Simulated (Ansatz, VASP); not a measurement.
# SnO2 in VASP and in Ansatz

```
Sn O
1.0
     5.47284    0.00000    0.00000
    -2.73642    4.73962    0.00000
     0.00000    0.00000    6.38182
Sn O
3 6
Direct
  0.44249 0.00000 0.66667
  0.00000 0.44249 0.33333
  0.55751 0.55751 0.00000
  0.31755 0.39084 0.25009
  0.60916 0.92671 0.91676
  0.07329 0.68245 0.58342
  0.39084 0.31755 0.74991
  0.92671 0.60916 0.08324
  0.68245 0.07329 0.41658
```

Alike in both runs: functional PBE; k mesh 6 × 6 × 4; occupations gaussian, width 0.02 eV; no spin polarisation.

Ansatz relaxed the structure, and its values are those at the end. VASP's run is a single point on that final structure, the one shown.

|  | VASP | Ansatz |
| --- | --- | --- |
| version | VASP 6.6.1 | Ansatz 0.2.0 |
| potentials or method | VASP PAW PBE potentials, release 64 (Sn_d, O), cutoff 520 eV | scalar-relativistic, plane waves, PAW |
| valence electrons in the cell | 78 | 78 |

```csv
,VASP,Ansatz,Ansatz less VASP
gap on the k mesh at the Fermi level (eV),1.88,1.90,+0.023
least direct gap on the mesh (eV),1.91,1.93,+0.023
pressure (GPa),0.3,0.0,-0.34
rms of the force components (eV/Å),0.021,0.003,-0.0182
```

With one functional, cell and mesh, what is left measures potentials, basis and numerics.
